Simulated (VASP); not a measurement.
# SmNb (Cmmm) in VASP: relaxation of cell and atoms with PBE

Aim: the relaxation of cell and atoms of SmNb with PBE.

Program: VASP 6.6.1. These are calculated values, not measurements. Logs are shortened: lines on timing, memory, paths and dates and some standing lists are left out, and cuts for length are marked.

### Step 1. The cell of the first run

Symmetry: Cmmm, No. 65, orthorhombic system. The conventional cell has a = 5.072 Å, b = 6.698 Å, c = 3.107 Å, α = 90.00°, β = 90.00°, γ = 90.00°. Within 3.4 Å of Sm (site symmetry mmm) lie 4 Nb at 2.54 to 3.35 Å and 2 Sm at 3.11 Å. Nb (site symmetry mmm) has 4 Sm at 2.54 to 3.35 Å and 2 Nb at 3.11 Å within 3.4 Å.

The cell was generated, and may not be a known phase.

### Step 2. Relaxation of cell and atoms, PBE

INCAR

```
PREC = Accurate ; ENCUT = 500
EDIFF = 1E-7 ; ISMEAR = 0
SIGMA = 0.2 ; LREAL = F
LASPH = T ; NELM = 200
ALGO = Normal ; ISIF = 3
LWAVE = F ; LCHARG = F
GGA = PE ; IBRION = 2
NSW = 36 ; EDIFFG = -0.08
GGA_COMPAT = F ; NELMIN = 4
LMAXMIX = 6
```

KPOINTS

```
Automatic mesh
0
Gamma
  5 5 6
```

POSCAR

```
SmNb
1.0
    2.5357548400     -3.3491540800      0.0000000000
    2.5357548400      3.3491540800      0.0000000000
    0.0000000000      0.0000000000      3.1074510000
Sm Nb
1 1
Direct
    0.0000000000      0.0000000000      0.5000000000
    0.5000000000      0.5000000000      0.5000000000
```

Potentials or basis: VASP PAW PBE potentials, release 64 (Sm_3, Nb_sv), 4f in core.

Run with:

```sh
$ cat potpaw_PBE.64/Sm_3/POTCAR potpaw_PBE.64/Nb_sv/POTCAR > POTCAR
$ mpirun -np 1 vasp_std > vasp.out
```

OUTCAR:

```text
PREC = Accurate
   ENCUT = 500
   EDIFF = 1E-7
   ISMEAR = 0
   LREAL = F
   LASPH = T
   NELM = 200
   ISIF = 3
   GGA = PE
   IBRION = 2
   NSW = 36
   EDIFFG = -0.08
   NELMIN = 4

 ion  position               nearest neighbor table
   1  0.000  0.000  0.500-   2 2.54   2 2.54   2 3.35   2 3.35
   2  0.500  0.500  0.500-   1 2.54   1 2.54   1 3.35   1 3.35

  LATTYP: Found a base centered orthorhombic cell.
 ALAT       =     5.0715096800
 B/A-ratio  =     1.3207720349
 C/A-ratio  =     0.6127270174

  Lattice vectors:

 A1 = (   2.5357548400,  -3.3491540800,   0.0000000000)
 A2 = (   2.5357548400,   3.3491540800,   0.0000000000)
 A3 = (   0.0000000000,   0.0000000000,   3.1074510000)

Analysis of symmetry for initial positions (statically):
=====================================================================
 Subroutine PRICEL returns:
 Original cell was already a primitive cell.

 Routine SETGRP: Setting up the symmetry group for a
 base centered orthorhombic supercell.

 Subroutine GETGRP returns: Found  8 space group operations
 (whereof  8 operations were pure point group operations)
 out of a pool of  8 trial point group operations.

The static configuration has the point symmetry D_2h.

Analysis of symmetry for dynamics (positions and initial velocities):
=====================================================================
 Subroutine PRICEL returns:
 Original cell was already a primitive cell.

 Routine SETGRP: Setting up the symmetry group for a
 base centered orthorhombic supercell.

 Subroutine GETGRP returns: Found  8 space group operations
 (whereof  8 operations were pure point group operations)
 out of a pool of  8 trial point group operations.

The dynamic configuration has the point symmetry D_2h.

 Subroutine INISYM returns: Found  8 space group operations
 (whereof  8 operations are pure point group operations),
 and found     1 'primitive' translations

----------------------------------------------------------------------------------------

                                     Primitive cell

  volume of cell :      52.7809

  direct lattice vectors                    reciprocal lattice vectors
     2.535754840 -3.349154080  0.000000000     0.197179945 -0.149291429  0.000000000
     2.535754840  3.349154080  0.000000000     0.197179945  0.149291429  0.000000000
     0.000000000  0.000000000  3.107451000     0.000000000  0.000000000  0.321807166

  length of vectors
     4.200819641  4.200819641  3.107451000     0.247321373  0.247321373  0.321807166

  position of ions in fractional coordinates (direct lattice)
     0.000000000  0.000000000  0.500000000
     0.500000000  0.500000000  0.500000000

  ion indices of the primitive-cell ions
   primitive index   ion index
                 1           1
                 2           2

----------------------------------------------------------------------------------------

 KPOINTS: Automatic mesh

Automatic generation of k-mesh.
 Grid dimensions read from file:
 generate k-points for:    5    5    6

 Generating k-lattice:

  Cartesian coordinates                     Fractional coordinates (reciprocal lattice)
     0.039435989 -0.029858286  0.000000000     0.200000000  0.000000000  0.000000000
     0.039435989  0.029858286  0.000000000     0.000000000  0.200000000  0.000000000
     0.000000000  0.000000000  0.053634528     0.000000000  0.000000000  0.166666667

  Length of vectors
     0.049464275  0.049464275  0.053634528

  Shift w.r.t. Gamma in fractional coordinates (k-lattice)
     0.000000000  0.000000000  0.000000000

 Subroutine IBZKPT returns following result:
 ===========================================

 Found     36 irreducible k-points:

 Following reciprocal coordinates:
            Coordinates               Weight
  0.000000  0.000000  0.000000      1.000000
  0.200000  0.000000  0.000000      4.000000
  0.400000  0.000000  0.000000      4.000000
  0.200000  0.200000  0.000000      2.000000
  0.400000  0.200000  0.000000      4.000000
 -0.400000  0.200000  0.000000      4.000000
[... 16 lines left out ...]
  0.400000  0.200000  0.333333      8.000000
 -0.400000  0.200000  0.333333      8.000000
 [... further k-points ...]
   k-points           NKPTS =     36   k-points in BZ     NKDIM =     36   number of bands    NBANDS=     16
   number of dos      NEDOS =    301   number of ions     NIONS =      2
   total plane-waves  NPLWV =  24576
   dimension x,y,z NGX =    32 NGY =   32 NGZ =   24
   dimension x,y,z NGXF=    64 NGYF=   64 NGZF=   48
   ions per type =               1   1
   NGX,Y,Z   is equivalent  to a cutoff of  12.66, 12.66, 12.84 a.u.
   NGXF,Y,Z  is equivalent  to a cutoff of  25.33, 25.33, 25.68 a.u.
 SYSTEM =  unknown system
   PREC   = accura    normal or accurate (medium, high low for compatibility)
   ISTART =      0    job   : 0-new  1-cont  2-samecut
   ICHARG =      2    charge: 1-file 2-atom 10-const
   ISPIN  =      1    spin polarized calculation?
   LNONCOLLINEAR =      F non collinear calculations
   LSORBIT =      F    spin-orbit coupling
   LASPH  =      T    aspherical Exc in radial PAW
   ENCUT  =  500.0 eV  36.75 Ry    6.06 a.u.   7.66  7.66  5.67*2*pi/ulx,y,z
   NELM   =    200;   NELMIN=  4; NELMDL= -5     # of ELM steps
   EDIFF  = 0.1E-06   stopping-criterion for ELM
   LREAL  =      F    real-space projection
   EDIFFG = -.8E-01   stopping-criterion for IOM
   NSW    =     36    number of steps for IOM
   IBRION =      2    ionic relax: 0-MD 1-quasi-New 2-CG
   NFREE  =      1    steps in history (QN), initial steepest desc. (CG)
   ISIF   =      3    stress and relaxation
   ISYM   =      2    0-nonsym 1-usesym 2-fastsym
   POTIM  = 0.5000    time-step for ionic-motion
   TEBEG  =    0.0;   TEEND  =   0.0 temperature during run
   PSTRESS=    0.0 pullay stress
   NELECT =      24.0000    total number of electrons
   NUPDOWN=      -1.0000    fix difference up-down
   EMIN   =  10.00;   EMAX   =-10.00  energy-range for DOS
   EFERMI =   0.00;   METHOD = LEGACY
   ISMEAR =     0;   SIGMA  =   0.20  broadening in eV -4-tet -1-fermi 0-gaus
   EFERMI_NEDOS =   21; number of points for ismear=-14 and -15
   IALGO  =     38    algorithm
   IMIX   =      4    mixing-type and parameters
     AMIX     =   0.40;   BMIX     =  1.00
     AMIX_MAG =   1.60;   BMIX_MAG =  1.00
  volume/ion in A,a.u.               =      26.39       178.09
  Fermi-wavevector in a.u.,A,eV,Ry     =   1.258886  2.378949 21.562426  1.584794
  Thomas-Fermi vector in A             =   2.392473
   LORBIT       =      0    0 simple, 1 ext, 2 COOP (PROOUT), +10 PAW based schemes
   GGA     = PE    functional components
   LHFCALC =     F    Hartree Fock is set to
   AEXX    =    0.0000 exact exchange contribution
   IVDW    =     0    specifies the selected vdW correction
   LEPSILON=     F    determine dielectric tensor
   LRPA    =     F    only Hartree local field effects (RPA)
 conjugate gradient relaxation of ions
 non-spin polarized calculation
 Gauss-broadening in eV      SIGMA  =   0.20
  energy-cutoff  :      500.00
  volume of cell :       52.78
 maximum number of plane-waves:      1364
   NGX = 15   NGY = 15   NGZ = 11

--------------------------------------- Ionic step        1  -------------------------------------------

 number of electron      23.9999999 magnetization

 Free energy of the ion-electron system (eV)
  ---------------------------------------------------
  ext. energy  EPLUGINS =         0.00000000
  ---------------------------------------------------
  free energy    TOTEN  =       -11.77496841 eV

  energy without entropy =      -11.72199609  energy(sigma->0) =      -11.74848225

------------------------ aborting loop because EDIFF is reached ----------------------------------------

  FORCE on cell =-STRESS in cart. coord.  units (eV):
  Direction    XX          YY          ZZ          XY          YZ          ZX
  --------------------------------------------------------------------------------------
  -------------------------------------------------------------------------------------
  Total        7.5183940     -1.8421491     -1.1134004      0.0000000      0.0000000      0.0000000
  in kB      228.2227795    -55.9189086    -33.7975540      0.0000000      0.0000000      0.0000000
  external PRESSURE =      46.1687723 kB  Pullay stress =       0.0000000 kB
[... 201 lines left out ...]
  energy  without entropy=      -12.5041796327  energy(sigma->0) =      -12.52921106

--------------------------------------- Ionic step        7  -------------------------------------------

 number of electron      24.0000002 magnetization

 Free energy of the ion-electron system (eV)
  ---------------------------------------------------
  ext. energy  EPLUGINS =         0.00000000
  ---------------------------------------------------
  free energy    TOTEN  =       -12.55485236 eV

  energy without entropy =      -12.50534315  energy(sigma->0) =      -12.53009775

 E-fermi :   5.7180     XC(G=0): -10.8010

 val. band max:        5.6726179871   @ k =  -0.4000   0.2000   0.1667
 cond. band min:       5.7568143319   @ k =   0.4000   0.0000   0.1667
 fundamental gap:      0.0841963448
 Fermi energy:         5.7180318406

 k-point     1 :       0.0000    0.0000    0.0000
  band No.  band energies     occupation
      1     -48.9980      2.00000
      2     -34.8414      2.00000
      3     -25.1537      2.00000
      4     -25.1528      2.00000
      5     -24.5192      2.00000
      6     -14.2353      2.00000
[... 8 lines left out ...]
     15       8.3914      0.00000
     16      11.0715      0.00000
[... 420 lines left out ...]
  band No.  band energies     occupation
      1     -48.9284      2.00000
      2     -34.5509      2.00000
      3     -25.1369      2.00000
      4     -25.0897      2.00000
      5     -25.0785      2.00000
      6     -15.1612      2.00000
[... 8 lines left out ...]
     15       8.0312      0.00000
     16       8.2946      0.00000

 [... further k-points ...]
[... 5 lines left out ...]
  --------------------------------------------------------------------------------------
  -------------------------------------------------------------------------------------
  Total       -0.0458353      0.1099826      0.0147174     -0.0000000      0.0000000      0.0000000
  in kB       -1.4422151      3.4606201      0.4630864     -0.0000000      0.0000000      0.0000000
  external PRESSURE =       0.8271638 kB  Pullay stress =       0.0000000 kB
[... 17 lines left out ...]
  FREE ENERGIE OF THE ION-ELECTRON SYSTEM (eV)
  ---------------------------------------------------
  free  energy   TOTEN  =       -12.5548523560 eV

  energy  without entropy=      -12.5053431493  energy(sigma->0) =      -12.53009775

 reached required accuracy - stopping structural energy minimisation
```

Run time: 3.1 min. Hardware: 1 thread of Intel Xeon Platinum 8259CL at 2.50GHz (Skylake/Cascade Lake), shared host; peak memory 0.19 GiB.

Results:

- Free energy: -12.5549 eV
- Relaxed volume: 25.46 Å³/atom
- Relaxed cell: a = 4.201 Å, b = 4.201 Å, c = 2.885 Å, α = 90.00°, β = 90.00°, γ = 89.86°
- Space group after relaxing (to 0.1 Å): P4/mmm (No. 123)
- Energy gained by relaxing: 389.9 meV/atom
- Ionic steps: 7
- Pressure after relaxing: 0.1 GPa
- Band gap on the k mesh: zero (bands 12 and 13 overlap by 1.25 eV)

Step by step:
| step | energy change (eV) | largest force (eV/Å) | pressure (GPa) | volume (Å³) |
| --- | --- | --- | --- | --- |
| 1 | 0.0000 | 0.0000 | 4.62 | 52.78 |
| 2 | -0.5890 | 0.0000 | -6.30 | 57.98 |
| 3 | -0.5884 | 0.0000 | -6.22 | 57.90 |
| 4 | -0.7366 | 0.0000 | 1.31 | 50.41 |
| 5 | -0.7616 | 0.0000 | -1.37 | 52.25 |
| 6 | -0.7793 | 0.0000 | 0.37 | 50.69 |
| 7 | -0.7799 | 0.0000 | 0.08 | 50.92 |

Final structure:
```yaml
crystal:
  lattice:
    - [2.97423, -2.96678, 0.00000]
    - [2.97423, 2.96678, 0.00000]
    - [0.00000, 0.00000, 2.88529]
  atoms:
    - { symbol: Sm, position: [0.00000, 0.00000, 0.50000] }
    - { symbol: Nb, position: [0.50000, 0.50000, 0.50000] }
```

Caveat: spin-orbit coupling is left out, which moves the levels of the heavy elements; the 4f electrons are frozen in the core, so they carry no moment and show no levels.

The gap in the log of VASP goes by the Fermi energy; the results here count the filled bands.